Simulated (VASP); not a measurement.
# Nb: single point with PBEsol

The system is Nb.

```
CELL_PARAMETERS angstrom
-1.63621 1.63621 1.63621
1.63621 -1.63621 1.63621
1.63621 1.63621 -1.63621
ATOMIC_POSITIONS crystal
Nb 0.00000 0.00000 0.00000
```

- Program: VASP 6.6.1
- Task: single point
- Functional: PBEsol
- Potentials or basis: VASP PAW PBE potentials, release 64 (Nb_sv)
- Cutoff: 500 eV
- k mesh: 18 × 18 × 18
- Occupations: gaussian, width 0.1 eV
- Spin: non-collinear spin, zero start, spin-orbit coupling
- Starting moments: [[0.0, 0.0, 0.0]] μB

```yaml
Pressure: -0.4 GPa
Net_moment: 0.00 μB per cell
Valence_electrons_inside_the_program's_atomic_spheres: Nb 10.76
```

Moments on the atoms (μB; x, y, z):
```
Nb  0.00 0.00 0.00
```

It took 3.9 min on 1 thread of Oxide Virtual Turin-like Processor, with other jobs on the host, peak memory 0.24 GiB.

Caveat: the PAW data sets were made with another functional, which shifts forces and pressure a little.
